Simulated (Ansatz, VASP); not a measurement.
Two plane-wave programs on CuAs

The input INCAR:

```
  ALGO = Normal
  EDIFF = 1E-6
  ENCUT = 520
  GGA = CA
  ISIF = 2
  ISMEAR = 0
  LASPH = T
  LCHARG = T
  LELF = T
  LREAL = F
  LVHAR = T
  LWAVE = F
  NBANDS = 24
  NELM = 100
  PREC = Accurate
  SIGMA = 0.15
```

KPOINTS

```
k-points
0
Gamma
  15 15 10
```

File POSCAR:

```
CuAs
1.0
    3.8456878896      0.0000000000      0.0000000000
   -1.9228439448      3.3304634074      0.0000000000
    0.0000000000      0.0000000000      4.9428780158
Cu As
2 2
Direct
    0.0000000000      0.0000000000      0.5000000000
    0.0000000000      0.0000000000      0.0000000000
    0.6666666667      0.3333333333      0.7500000000
    0.3333333333      0.6666666667      0.2500000000
```

Input for Ansatz:

```yaml
crystal:
  lattice:
    - [3.8456878896, 0.0, 0.0]
    - [-1.9228439448, 3.3304634074, 0.0]
    - [0.0, 0.0, 4.9428780158]
  atoms:
    - { symbol: Cu, position: [0.0, 0.0, 0.5] }
    - { symbol: Cu, position: [0.0, 0.0, 0.0] }
    - { symbol: As, position: [0.6666666667, 0.3333333333, 0.75] }
    - { symbol: As, position: [0.3333333333, 0.6666666667, 0.25] }
basis:
  ecutwfc: 520.0
kpoints:
  mp_grid: { grid: [15, 15, 10] }
hamiltonian:
  xc: lda
scf:
  occupations: { method: gaussian, width: 0.15 }
output:
  forces: true
  stress: true
  eigenvalues: true
```

Alike in both runs: task single point; functional LDA; k mesh 15 × 15 × 10; occupations gaussian, width 0.15 eV; no spin polarisation.

|  | VASP | Ansatz |
| --- | --- | --- |
| version | VASP 6.6.1 | Ansatz 0.2.0 |
| potentials or method | VASP PAW LDA potentials, release 64 (Cu, As), cutoff 520 eV | scalar-relativistic, plane waves, PAW |
| valence electrons in the cell | 32 | 68 |

Ansatz gave:

* gap on the k mesh at the Fermi level (eV): none
* pressure (GPa): -5.9
* traceless stress, the component that is largest in VASP (GPa): -0.21

Q: Which values does VASP return?

A: gap on the k mesh at the Fermi level (eV): none; pressure (GPa): -5.4; traceless stress, the component that is largest in VASP (GPa): -0.17.

LDA's correlation is that of Perdew and Zunger in VASP and of Perdew and Wang (1992) in Ansatz. A gap of «none» marks a metal or a gap that the smearing closes. VASP's potentials hold 32 valence electrons a cell and Ansatz's 68, so a difference there can come from the potentials and not from the codes.
